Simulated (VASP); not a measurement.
Input of a VASP 6.6.1 run:

Contents of INCAR:

```
SYSTEM = BaTe
  ALGO = Normal
  EDIFF = 1E-8
  ENCUT = 520
  GGA = PE
  ISIF = 2
  ISMEAR = -1
  LASPH = .TRUE.
  LCHARG = .FALSE.
  LEFG = .TRUE.
  LREAL = .FALSE.
  LWAVE = .FALSE.
  NBANDS = 15
  NELM = 100
  PREC = Accurate
  SIGMA = 0.05
```

Contents of KPOINTS:

```
k-points
0
G
  10 10 10
  0 0 0
```

File POSCAR:

```
BaTe
1.0
    0.0000000000      3.4100000000      3.4100000000
    3.4100000000      0.0000000000      3.4100000000
    3.4100000000      3.4100000000      0.0000000000
Ba Te
1 1
Direct
    0.0000000000      0.0000000000      0.0000000000
    0.5000000000      0.5000000000      0.5000000000
```

Potentials or basis: VASP PAW PBE potentials, release 64 (Ba_sv, Te).

The run is started by

```bash
$ cat potpaw_PBE.64/Ba_sv/POTCAR potpaw_PBE.64/Te/POTCAR > POTCAR
$ mpirun -np 1 vasp_std > vasp.out
```

(1) Predict the band gap on the k mesh.

(2) Estimate the pressure.

Answers

(1) 1.33 eV, indirect (least direct gap 1.71 eV).

(2) 4.2 GPa.

Caveat: without QUAD_EFG the Cq values of the log hold for a quadrupole moment of 1 mb, not for the nuclei; spin-orbit coupling is left out, which moves the levels of the heavy elements.
